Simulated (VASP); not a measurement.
Set up this calculation in VASP 6.6.1, as the native input.

* Task: single point
* Functional: PBEsol
* Potentials or basis: VASP PAW PBE potentials, release 64 (Yb)
* Cutoff: 520 eV
* k mesh: 1 × 1 × 1
* Occupations: fermi-dirac, width 0.01 eV
* Spin: collinear spin, zero start
* Starting moments: [0.01] μB
* Dipole correction: no
* Further INCAR settings: ALGO = Normal; EDIFF = 1e-06; NBANDS = 22; ISYM = 0

The structure of Yb lies in POSCAR:

```
Yb
1.0
   14.0000000000      0.0000000000      0.0000000000
    0.0000000000     14.4000000000      0.0000000000
    0.0000000000      0.0000000000     14.8000000000
Yb
1
Direct
    0.5000000000      0.5000000000      0.5000000000
```

One way to write it, as run:

INCAR

```
SYSTEM = Yb
PREC = Accurate ; ENCUT = 520
EDIFF = 1E-6 ; ISMEAR = -1
SIGMA = 0.01 ; LREAL = .FALSE.
LASPH = .TRUE. ; NELM = 150
ALGO = Normal ; ISIF = 2
LWAVE = .FALSE. ; LCHARG = .TRUE.
ISPIN = 2 ; MAGMOM = 0.01
LORBIT = 11 ; LMAXMIX = 6
GGA = PS ; LELF = .TRUE.
LVHAR = .TRUE. ; ISYM = 0
NBANDS = 22
```

KPOINTS

```
regular mesh
0
G
  1 1 1
  0 0 0
```

Potentials or basis: VASP PAW PBE potentials, release 64 (Yb).

Run with:

```console
$ cat potpaw_PBE.64/Yb/POTCAR > POTCAR
$ mpirun -np 1 vasp_gam > vasp.out
```

Results of the run:

| Item | Value |
| --- | --- |
| Pressure | 0.0 GPa |
| Band gap on the k mesh | 1.85 eV |
| Net moment | 0.00 μB per cell |
| Valence electrons inside the program's atomic spheres | Yb 22.09 |

Caveat: the PAW data sets were made with another functional, which shifts forces and pressure a little; spin-orbit coupling is left out, which moves the levels of the heavy elements.

Wall time 13 min on 1 thread of Intel(R) Xeon(R) Platinum 8488C (Sapphire Rapids), on a shared host, peak memory 2.9 GiB.
